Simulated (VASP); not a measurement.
# Ga4SnS3 (P-3m1) in VASP: further runs

Runs on Ga4SnS3. Level: PBE. Tasks: single point.

All numbers are computed with VASP 6.6.1; they aren't measurements. Logs are shortened: lines on timing, memory, paths and dates and some standing lists are left out, and cuts for length are marked.

## 1. The cell of the first run

The structure is trigonal, space group P-3m1 (No. 164). The conventional cell has a = 3.554 Å, b = 3.554 Å, c = 34.167 Å, α = 90.00°, β = 90.00°, γ = 120.00°. Within 3.1 Å of Ga (site symmetry 3m) lie 3 S at 2.33 Å and 1 Ga at 2.45 Å. Within 3.1 Å of Ga (site symmetry 3m) lie 3 S at 2.34 Å and 1 Ga at 2.46 Å. Within 3.1 Å of Ga (site symmetry 3m) lie 3 S at 2.33 Å and 1 Ga at 2.46 Å. Ga (site symmetry 3m) has 3 Sn at 3.13 Å and 7 Ga at 3.55 to 4.20 Å and 3 S at 3.69 Å within 4.2 Å. Within 4.1 Å of Sn (site symmetry 3m) lie 3 Ga at 3.13 Å and 9 Sn at 3.29 to 3.55 Å. S (site symmetry 3m) has 3 Ga at 2.33 Å within 3.1 Å. S (site symmetry 3m) has 3 Ga at 2.34 Å within 3.1 Å. Within 3.1 Å of S (site symmetry 3m) lie 3 Ga at 2.33 Å.

## 2. Single point, PBE (23.35 Å³/atom)

Input file INCAR:

```
  PREC = Accurate
  ENCUT = 500
  EDIFF = 1E-6
  ISMEAR = 0
  SIGMA = 0.1
  LREAL = F
  LASPH = T
  NELM = 120
  ALGO = Normal
  ISIF = 2
  LWAVE = F
  LCHARG = T
  GGA = PE
  LELF = T
  LVHAR = T
  NBANDS = 98
  GGA_COMPAT = F
```

Input file KPOINTS:

```
regular mesh
0
Gamma
  12 12 1
```

Input file POSCAR:

```
Ga4SnS3
1.0
    3.5536266067      0.0000000000      0.0000000000
   -1.7768133034      3.0775309170      0.0000000000
    0.0000000000      0.0000000000     34.1669217889
Ga Sn S
8 2 6
Direct
    0.0000000000      0.0000000000      0.9640933468
    0.0000000000      0.0000000000      0.0359066532
    0.6666666667      0.3333333333      0.2703294370
    0.6666666667      0.3333333333      0.1984409980
    0.6666666667      0.3333333333      0.3931789268
    0.3333333333      0.6666666667      0.7296705630
    0.3333333333      0.6666666667      0.8015590020
    0.3333333333      0.6666666667      0.6068210732
    0.3333333333      0.6666666667      0.4622856375
    0.6666666667      0.3333333333      0.5377143625
    0.6666666667      0.3333333333      0.9315322742
    0.3333333333      0.6666666667      0.0684677258
    0.0000000000      0.0000000000      0.3033194254
    0.0000000000      0.0000000000      0.1659199991
    0.0000000000      0.0000000000      0.6966805746
    0.0000000000      0.0000000000      0.8340800009
```

Potentials or basis: VASP PAW PBE potentials, release 64 (Ga_d, Sn_d, S).

Command:

```
$ cat potpaw_PBE.64/Ga_d/POTCAR potpaw_PBE.64/Sn_d/POTCAR potpaw_PBE.64/S/POTCAR > POTCAR
$ mpirun -np 1 vasp_std > vasp.out
```

OUTCAR:

```text
PREC = Accurate
   ENCUT = 500
   EDIFF = 1E-6
   ISMEAR = 0
   LREAL = F
   LASPH = T
   NELM = 120
   ISIF = 2
   GGA = PE

 ion  position               nearest neighbor table
   1  0.000  0.000  0.964-  11 2.33  11 2.33  11 2.33   2 2.45
   2  0.000  0.000  0.036-  12 2.33  12 2.33  12 2.33   1 2.45
   3  0.667  0.333  0.270-  13 2.34  13 2.34  13 2.34   4 2.46
   4  0.667  0.333  0.198-  14 2.33  14 2.33  14 2.33   3 2.46
   5  0.667  0.333  0.393-   9 3.13   9 3.13   9 3.13
   6  0.333  0.667  0.730-  15 2.34  15 2.34  15 2.34   7 2.46
   7  0.333  0.667  0.802-  16 2.33  16 2.33  16 2.33   6 2.46
   8  0.333  0.667  0.607-  10 3.13  10 3.13  10 3.13
   9  0.333  0.667  0.462-   5 3.13   5 3.13   5 3.13  10 3.29  10 3.29  10 3.29
  10  0.667  0.333  0.538-   8 3.13   8 3.13   8 3.13   9 3.29   9 3.29   9 3.29
  11  0.667  0.333  0.932-   1 2.33   1 2.33   1 2.33
  12  0.333  0.667  0.068-   2 2.33   2 2.33   2 2.33
  13  0.000  0.000  0.303-   3 2.34   3 2.34   3 2.34
  14  0.000  0.000  0.166-   4 2.33   4 2.33   4 2.33
  15  0.000  0.000  0.697-   6 2.34   6 2.34   6 2.34
  16  0.000  0.000  0.834-   7 2.33   7 2.33   7 2.33

  LATTYP: Found a hexagonal cell.
 ALAT       =     3.5536266067
 C/A-ratio  =     9.6146628699

  Lattice vectors:

 A1 = (   3.5536266067,   0.0000000000,   0.0000000000)
 A2 = (  -1.7768133034,   3.0775309170,   0.0000000000)
 A3 = (   0.0000000000,   0.0000000000,  34.1669217889)

Analysis of symmetry for initial positions (statically):
=====================================================================
 Subroutine PRICEL returns:
 Original cell was already a primitive cell.

 Routine SETGRP: Setting up the symmetry group for a
 hexagonal supercell.

 Subroutine GETGRP returns: Found 12 space group operations
 (whereof 12 operations were pure point group operations)
 out of a pool of 24 trial point group operations.

The static configuration has the point symmetry D_3d.

Analysis of symmetry for dynamics (positions and initial velocities):
=====================================================================
 Subroutine PRICEL returns:
 Original cell was already a primitive cell.

 Routine SETGRP: Setting up the symmetry group for a
 hexagonal supercell.

 Subroutine GETGRP returns: Found 12 space group operations
 (whereof 12 operations were pure point group operations)
 out of a pool of 24 trial point group operations.

The dynamic configuration has the point symmetry D_3d.

 Subroutine INISYM returns: Found 12 space group operations
 (whereof 12 operations are pure point group operations),
 and found     1 'primitive' translations

----------------------------------------------------------------------------------------

                                     Primitive cell

  volume of cell :     373.6630

  direct lattice vectors                    reciprocal lattice vectors
     3.553626607  0.000000000  0.000000000     0.281402666  0.162467905  0.000000000
    -1.776813303  3.077530917  0.000000000     0.000000000  0.324935810  0.000000000
     0.000000000  0.000000000 34.166921789     0.000000000  0.000000000  0.029268074

  length of vectors
     3.553626607  3.553626607 34.166921789     0.324935810  0.324935810  0.029268074

  position of ions in fractional coordinates (direct lattice)
     0.000000000  0.000000000  0.964093347
     0.000000000  0.000000000  0.035906653
     0.666666667  0.333333333  0.270329437
     0.666666667  0.333333333  0.198440998
     0.666666667  0.333333333  0.393178927
     0.333333333  0.666666667  0.729670563
[... 8 lines left out ...]
     0.000000000  0.000000000  0.696680575
     0.000000000  0.000000000  0.834080001

  ion indices of the primitive-cell ions
   primitive index   ion index
                 1           1
                 2           2
                 3           3
                 4           4
                 5           5
                 6           6
[... 8 lines left out ...]
                15          15
                16          16

----------------------------------------------------------------------------------------

 KPOINTS: regular mesh

Automatic generation of k-mesh.
 Grid dimensions read from file:
 generate k-points for:   12   12    1

 Generating k-lattice:

  Cartesian coordinates                     Fractional coordinates (reciprocal lattice)
     0.023450222  0.013538992  0.000000000     0.083333333  0.000000000  0.000000000
     0.000000000  0.027077984  0.000000000     0.000000000  0.083333333  0.000000000
     0.000000000  0.000000000  0.029268074     0.000000000  0.000000000  1.000000000

  Length of vectors
     0.027077984  0.027077984  0.029268074

  Shift w.r.t. Gamma in fractional coordinates (k-lattice)
     0.000000000  0.000000000  0.000000000

 Subroutine IBZKPT returns following result:
 ===========================================

 Found     19 irreducible k-points:

 Following reciprocal coordinates:
            Coordinates               Weight
  0.000000  0.000000  0.000000      1.000000
  0.083333 -0.000000  0.000000      6.000000
  0.166667 -0.000000  0.000000      6.000000
  0.250000 -0.000000  0.000000      6.000000
  0.333333 -0.000000  0.000000      6.000000
  0.416667  0.000000  0.000000      6.000000
[... 11 lines left out ...]
  0.333333  0.250000  0.000000     12.000000
  0.333333  0.333333  0.000000      2.000000
   k-points           NKPTS =     19   k-points in BZ     NKDIM =     19   number of bands    NBANDS=     98
   number of dos      NEDOS =    301   number of ions     NIONS =     16
   total plane-waves  NPLWV = 196000
   dimension x,y,z NGX =    28 NGY =   28 NGZ =  250
   dimension x,y,z NGXF=    56 NGYF=   56 NGZF=  500
   ions per type =               8   2   6
   NGX,Y,Z   is equivalent  to a cutoff of  13.10, 13.10, 12.16 a.u.
   NGXF,Y,Z  is equivalent  to a cutoff of  26.20, 26.20, 24.33 a.u.
 SYSTEM =  unknown system
   PREC   = accura    normal or accurate (medium, high low for compatibility)
   ISTART =      0    job   : 0-new  1-cont  2-samecut
   ICHARG =      2    charge: 1-file 2-atom 10-const
   ISPIN  =      1    spin polarized calculation?
   LNONCOLLINEAR =      F non collinear calculations
   LSORBIT =      F    spin-orbit coupling
   LASPH  =      T    aspherical Exc in radial PAW
   ENCUT  =  500.0 eV  36.75 Ry    6.06 a.u.   6.48  6.48 62.29*2*pi/ulx,y,z
   NELM   =    120;   NELMIN=  2; NELMDL= -5     # of ELM steps
   EDIFF  = 0.1E-05   stopping-criterion for ELM
   LREAL  =      F    real-space projection
   EDIFFG = 0.1E-04   stopping-criterion for IOM
   NSW    =      0    number of steps for IOM
   IBRION =     -1    ionic relax: 0-MD 1-quasi-New 2-CG
   NFREE  =      0    steps in history (QN), initial steepest desc. (CG)
   ISIF   =      2    stress and relaxation
   ISYM   =      2    0-nonsym 1-usesym 2-fastsym
   POTIM  = 0.5000    time-step for ionic-motion
   TEBEG  =    0.0;   TEEND  =   0.0 temperature during run
   PSTRESS=    0.0 pullay stress
   NELECT =     168.0000    total number of electrons
   NUPDOWN=      -1.0000    fix difference up-down
   EMIN   =  10.00;   EMAX   =-10.00  energy-range for DOS
   EFERMI =   0.00;   METHOD = LEGACY
   ISMEAR =     0;   SIGMA  =   0.10  broadening in eV -4-tet -1-fermi 0-gaus
   EFERMI_NEDOS =   21; number of points for ismear=-14 and -15
   IALGO  =     38    algorithm
   IMIX   =      4    mixing-type and parameters
     AMIX     =   0.40;   BMIX     =  1.00
     AMIX_MAG =   1.60;   BMIX_MAG =  1.00
  volume/ion in A,a.u.               =      23.35       157.60
  Fermi-wavevector in a.u.,A,eV,Ry     =   1.254155  2.370009 21.400671  1.572905
  Thomas-Fermi vector in A             =   2.387974
   LORBIT       =      0    0 simple, 1 ext, 2 COOP (PROOUT), +10 PAW based schemes
   GGA     = PE    functional components
   LHFCALC =     F    Hartree Fock is set to
   AEXX    =    0.0000 exact exchange contribution
   IVDW    =     0    specifies the selected vdW correction
   LEPSILON=     F    determine dielectric tensor
   LRPA    =     F    only Hartree local field effects (RPA)
 non-spin polarized calculation
 Gauss-broadening in eV      SIGMA  =   0.10
  energy-cutoff  :      500.00
  volume of cell :      373.66
 maximum number of plane-waves:      9573
 NGX is ok and might be reduce to    28
   NGX = 13   NGY = 13   NGZ =125

 number of electron     168.0000029 magnetization

 Free energy of the ion-electron system (eV)
  ---------------------------------------------------
  ext. energy  EPLUGINS =         0.00000000
  ---------------------------------------------------
  free energy    TOTEN  =       -62.13345468 eV

  energy without entropy =      -62.11927295  energy(sigma->0) =      -62.12636381

 E-fermi :   5.1382     XC(G=0):  -9.4944

 val. band max:        5.1326254749   @ k =   0.2500   0.0833   0.0000
 cond. band min:       5.1471302936   @ k =   0.3333   0.0833   0.0000
 fundamental gap:      0.0145048187
 Fermi energy:         5.1381998098

 k-point     1 :       0.0000    0.0000    0.0000
  band No.  band energies     occupation
      1     -16.4116      2.00000
      2     -16.4116      2.00000
      3     -16.4106      2.00000
      4     -16.4106      2.00000
      5     -16.3884      2.00000
      6     -16.3680      2.00000
[... 88 lines left out ...]
     95       8.7269      0.00000
     96       9.6471      0.00000

 k-point     2 :       0.0833   -0.0000    0.0000
  band No.  band energies     occupation
      1     -16.4159      2.00000
      2     -16.4115      2.00000
      3     -16.4075      2.00000
      4     -16.4048      2.00000
      5     -16.3817      2.00000
      6     -16.3663      2.00000
[... 1672 lines left out ...]
     95       7.2205      0.00000
     96       7.3711      0.00000

 k-point    19 :       0.3333    0.3333    0.0000
  band No.  band energies     occupation
      1     -16.4239      2.00000
      2     -16.3957      2.00000
      3     -16.3957      2.00000
      4     -16.3682      2.00000
      5     -16.3638      2.00000
      6     -16.3638      2.00000
[... 88 lines left out ...]
     95       6.9604      0.00000
     96       7.0173      0.00000
 [bands above 96 left out]

------------------------ aborting loop because EDIFF is reached ----------------------------------------

  FORCE on cell =-STRESS in cart. coord.  units (eV):
  Direction    XX          YY          ZZ          XY          YZ          ZX
  --------------------------------------------------------------------------------------
  -------------------------------------------------------------------------------------
  Total        2.7220670      2.7220670      2.9118522     -0.0000000      0.0000000      0.0000000
  in kB       11.6715710     11.6715710     12.4853246     -0.0000000      0.0000000      0.0000000
  external PRESSURE =      11.9428222 kB  Pullay stress =       0.0000000 kB

 VOLUME and BASIS-vectors are now :
 -----------------------------------------------------------------------------
  energy-cutoff  :      500.00
  volume of cell :      373.66
      direct lattice vectors                 reciprocal lattice vectors
     3.553626607  0.000000000  0.000000000     0.281402666  0.162467905  0.000000000
    -1.776813303  3.077530917  0.000000000     0.000000000  0.324935810  0.000000000
     0.000000000  0.000000000 34.166921789     0.000000000  0.000000000  0.029268074

 POSITION                                       TOTAL-FORCE (eV/Angst)
 -----------------------------------------------------------------------------------
      0.00000      0.00000     32.94010        -0.000000     -0.000000     -0.001828
      0.00000      0.00000      1.22682         0.000000      0.000000      0.001828
      1.77681      1.02584      9.23632         0.000000      0.000000      0.001093
      1.77681      1.02584      6.78012         0.000000     -0.000000     -0.000676
      1.77681      1.02584     13.43371         0.000000      0.000000     -0.000052
     -0.00000      2.05169     24.93060        -0.000000      0.000000     -0.001093
[... 8 lines left out ...]
      0.00000      0.00000     23.80343        -0.000000      0.000000     -0.002209
      0.00000      0.00000     28.49795        -0.000000      0.000000      0.005432
 -----------------------------------------------------------------------------------
    total drift:                                0.000000      0.000000      0.000000

  FREE ENERGIE OF THE ION-ELECTRON SYSTEM (eV)
  ---------------------------------------------------
  free  energy   TOTEN  =       -62.1334546766 eV

  energy  without entropy=      -62.1192729530  energy(sigma->0) =      -62.12636381
```

Wall time 38 min (1 thread of Intel Xeon 8259CL, shared host); peak memory 0.78 GiB.

Results:

```
Free energy            : -62.1335 eV
Pressure               : 1.2 GPa
Largest force          : 0.005 eV/Å
Band gap on the k mesh : zero (bands 84 and 85 overlap by 3.12 eV)
```

Forces on the atoms (eV/Å):
```
Ga   0.000  0.000 -0.002
Ga   0.000  0.000  0.002
Ga   0.000  0.000  0.001
Ga   0.000  0.000 -0.001
Ga   0.000  0.000  0.000
Ga   0.000  0.000 -0.001
Ga   0.000  0.000  0.001
Ga   0.000  0.000  0.000
Sn   0.000  0.000  0.001
Sn   0.000  0.000 -0.001
S    0.000  0.000 -0.005
S    0.000  0.000  0.005
S    0.000  0.000  0.002
S    0.000  0.000 -0.005
S    0.000  0.000 -0.002
S    0.000  0.000  0.005
```

Levels at points of the mesh, in eV from the Fermi level:
| k point | band 82 | band 83 | band 84 | band 85 | band 86 | band 87 |
| --- | --- | --- | --- | --- | --- | --- |
| (0.00, 0.00, 0.00) | -1.28 | 0.42 | 0.94 | 0.95 | 1.61 | 1.85 |
| (0.50, 0.00, 0.00) | -2.94 | -2.29 | -1.12 | -0.39 | 0.46 | 0.51 |

Caveat: spin-orbit coupling is left out, which moves the levels of the heavy elements; this functional lacks dispersion, which binds the layers, so the pressure and a relaxed spacing across them are unreliable.

## 3. Single point, PBE (24.12 Å³/atom)

This run uses another cell than the first one, of 24.12 Å³/atom.

Input file INCAR:

```
SYSTEM = Ga4SnS3
PREC = Accurate
ENCUT = 500
EDIFF = 1E-6
ISMEAR = 0
SIGMA = 0.1
LREAL = .False.
LASPH = .True.
NELM = 120
ALGO = Normal
ISIF = 2
LWAVE = .False.
LCHARG = .False.
GGA = PE
NBANDS = 98
GGA_COMPAT = .False.
```

Input file KPOINTS:

```
Automatic mesh
0
Gamma
  12 12 1
  0 0 0
```

Input file POSCAR:

```
Ga4SnS3
1.0
    3.5669779877      0.0000000000      0.0000000000
   -1.7834889938      3.0890935521      0.0000000000
    0.0000000000      0.0000000000     35.0295890205
Ga Sn S
8 2 6
Direct
    0.0000000000      0.0000000000      0.9648828557
    0.0000000000      0.0000000000      0.0351171443
    0.6666666667      0.3333333333      0.2703341189
    0.6666666667      0.3333333333      0.2000244151
    0.6666666667      0.3333333333      0.3956454357
    0.3333333333      0.6666666667      0.7296658811
    0.3333333333      0.6666666667      0.7999755849
    0.3333333333      0.6666666667      0.6043545643
    0.3333333333      0.6666666667      0.4631224241
    0.6666666667      0.3333333333      0.5368775759
    0.6666666667      0.3333333333      0.9332156162
    0.3333333333      0.6666666667      0.0667843838
    0.0000000000      0.0000000000      0.3022812252
    0.0000000000      0.0000000000      0.1683802847
    0.0000000000      0.0000000000      0.6977187748
    0.0000000000      0.0000000000      0.8316197153
```

Potentials or basis: VASP PAW PBE potentials, release 64 (Ga_d, Sn_d, S).

Command:

```
$ cat potpaw_PBE.64/Ga_d/POTCAR potpaw_PBE.64/Sn_d/POTCAR potpaw_PBE.64/S/POTCAR > POTCAR
$ mpirun -np 1 vasp_std > vasp.out
```

Wall time 51 min (1 thread of Intel Xeon 8259CL, shared host); peak memory 0.8 GiB.

Results (log left out):

```
Free energy            : -62.1980 eV
Pressure               : 0.6 GPa
Largest force          : 0.007 eV/Å
Band gap on the k mesh : zero (bands 84 and 85 overlap by 3.00 eV)
```

Forces on the atoms (eV/Å):
```
Ga   0.000  0.000  0.005
Ga   0.000  0.000 -0.005
Ga   0.000  0.000 -0.003
Ga   0.000  0.000  0.004
Ga   0.000  0.000 -0.003
Ga   0.000  0.000  0.003
Ga   0.000  0.000 -0.004
Ga   0.000  0.000  0.003
Sn   0.000  0.000  0.003
Sn   0.000  0.000 -0.003
S    0.000  0.000 -0.007
S    0.000  0.000  0.007
S    0.000  0.000  0.007
S    0.000  0.000 -0.006
S    0.000  0.000 -0.007
S    0.000  0.000  0.006
```

Levels at points of the mesh, in eV from the Fermi level:
```csv
k point,band 81,band 82,band 83,band 84,band 85,band 86,band 87,band 88
"(0.00, 0.00, 0.00)",-2.07,-1.42,0.36,0.81,0.81,1.44,1.77,1.82
"(0.50, 0.00, 0.00)",-3.00,-2.95,-2.29,-1.12,-0.37,0.48,0.50,0.55
```

Caveat: spin-orbit coupling is left out, which moves the levels of the heavy elements; this functional lacks dispersion, which binds the layers, so the pressure and a relaxed spacing across them are unreliable.
